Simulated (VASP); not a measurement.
Write the native input for VASP 6.6.1 that does the following.

```
Task                   : single point
Functional             : PBEsol
Potentials or basis    : VASP PAW PBE potentials, release 64 (Sb)
Cutoff                 : 520 eV
k mesh                 : 11 × 11 × 1
Occupations            : fermi-dirac, width 0.1 eV
Spin                   : no spin polarisation
Dipole correction      : yes
Further INCAR settings : ALGO = Normal; EDIFF = 1e-07; NBANDS = 20
```

The structure of Sb lies in POSCAR:

```
Sb
1.0
    3.3338465325      0.0000000000      0.0000000000
    0.0000000000      3.3338465325      0.0000000000
    0.0000000000      0.0000000000     25.4295000000
Sb
5
Direct
    0.0000000000      0.0000000000      0.3238290490
    0.5000000000      0.5000000000      0.4057517007
    0.0000000000      0.0000000000      0.4999999152
    0.5000000000      0.5000000000      0.5942483203
    0.0000000000      0.0000000000      0.6761710148
```

The input as run:

INCAR

```
PREC     = Accurate       # precision mode
ENCUT    = 520            # plane-wave cutoff, eV
EDIFF    = 1E-7           # SCF threshold, eV
ISMEAR   = -1             # smearing method
SIGMA    = 0.1            # smearing width, eV
LREAL    = False          # projectors in reciprocal space
LASPH    = True           # aspherical terms in the spheres
NELM     = 100            # most SCF steps
ALGO     = Normal         # electronic algorithm
ISIF     = 2              # what is computed and relaxed
LWAVE    = False          # write WAVECAR
LCHARG   = False          # write CHGCAR
LDIPOL   = True         
IDIPOL   = 3            
DIPOL    = 0.5 0.5 0.500
GGA      = PS             # functional
NBANDS   = 20             # bands
```

KPOINTS

```
regular mesh
0
Gamma
  11 11 1
```

Potentials or basis: VASP PAW PBE potentials, release 64 (Sb).

Run with:

```console
$ cat potpaw_PBE.64/Sb/POTCAR > POTCAR
$ mpirun -np 1 vasp_std > vasp.out
```

It gave:

| Property | Result |
| --- | --- |
| Largest force | 0.014 eV/Å |

Caveat: the PAW data sets were made with another functional, which shifts forces and pressure a little.

It took 100 s on 1 thread of Intel(R) Xeon(R) 6975P-C (Granite Rapids) (shared host), peak memory 0.42 GiB.
